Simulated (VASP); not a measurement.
Set up this calculation in VASP 6.6.1, as the native input.

```yaml
Task: single point
Functional: LDA
Potentials_or_basis: VASP PAW LDA potentials, release 64 (Li_sv, H)
Cutoff: 520 eV
k_mesh: 11 × 11 × 11
Occupations: fermi-dirac, width 0.03 eV
Spin: no spin polarisation
Dipole_correction: no
Further_INCAR_settings: ALGO = Normal; EDIFF = 1e-06; NBANDS = 9
```

The structure of LiH lies in POSCAR:

```
LiH
1.0
    0.0000000000      1.9918500000      2.0325000000
    1.9918500000      0.0000000000      2.0325000000
    1.9918500000      1.9918500000      0.0000000000
Li H
1 1
Direct
    0.0000000000      0.0000000000      0.0000000000
    0.5000000000      0.5000000000      0.5000000000
```

This cell differs from its parent crystal: equal xx and yy strain of -2 %.

One way to write it, as run:

INCAR

```
SYSTEM = LiH
  ALGO = Normal
  EDIFF = 1E-6
  ENCUT = 520
  GGA = CA
  ISIF = 2
  ISMEAR = -1
  LASPH = .True.
  LCHARG = .False.
  LREAL = .False.
  LWAVE = .False.
  NBANDS = 9
  NELM = 100
  PREC = Accurate
  SIGMA = 0.03
```

KPOINTS

```
k-points
0
Gamma
  11 11 11
  0 0 0
```

Potentials or basis: VASP PAW LDA potentials, release 64 (Li_sv, H).

Launch:

```console
$ cat potpaw_LDA.64/Li_sv/POTCAR potpaw_LDA.64/H/POTCAR > POTCAR
$ mpirun -np 1 vasp_std > vasp.out
```

Results of the run:

| Property | Result |
| --- | --- |
| Band gap on the k mesh | 2.58 eV, indirect (least direct gap 2.73 eV) |

Caveat: the cell differs from its parent crystal (equal xx and yy strain of -2 %).

It took 8.4 s on 1 thread of Intel(R) Xeon(R) Platinum 8375C CPU @ 2.90GHz (Ice Lake), with other jobs on the host, peak memory 0.13 GiB.
